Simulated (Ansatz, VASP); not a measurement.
## C in VASP and in Ansatz

```
C
1.0
     1.22227    0.70568    3.33349
    -1.22227    0.70568    3.33349
     0.00000   -1.41135    3.33349
C
2
Direct
  0.16094 0.16094 0.16094
  0.83906 0.83906 0.83906
```

Change from the starting cell: mode 4 frozen in at -0.057 Å, equal normal strain along x, y and z -0.0083.

Alike in both runs: task single point; functional PBE; dispersion D3(BJ); k mesh 15 × 15 × 15; occupations gaussian, width 0.05 eV; no spin polarisation.

|  | VASP | Ansatz |
| --- | --- | --- |
| version | VASP 6.6.1 | Ansatz 0.2.0 |
| potentials or method | VASP PAW PBE potentials, release 64 (C), cutoff 520 eV | scalar-relativistic, plane waves, PAW |
| valence electrons in the cell | 8 | 8 |

Ansatz gave:

- gap on the k mesh at the Fermi level (eV): 0.88
- least direct gap on the mesh (eV): 0.88
- pressure (GPa): 6.8
- traceless stress, the component that is largest in VASP (GPa): -8.91
- rms of the force components (eV/Å): 1.077

**Question.** Estimate VASP's values.

**Answer.** gap on the k mesh at the Fermi level (eV): 0.88; least direct gap on the mesh (eV): 0.88; pressure (GPa): 7.3; traceless stress, the component that is largest in VASP (GPa): -9.44; rms of the force components (eV/Å): 1.073.

Atom by atom the forces differ by 0.004 eV/Å (rms over components).
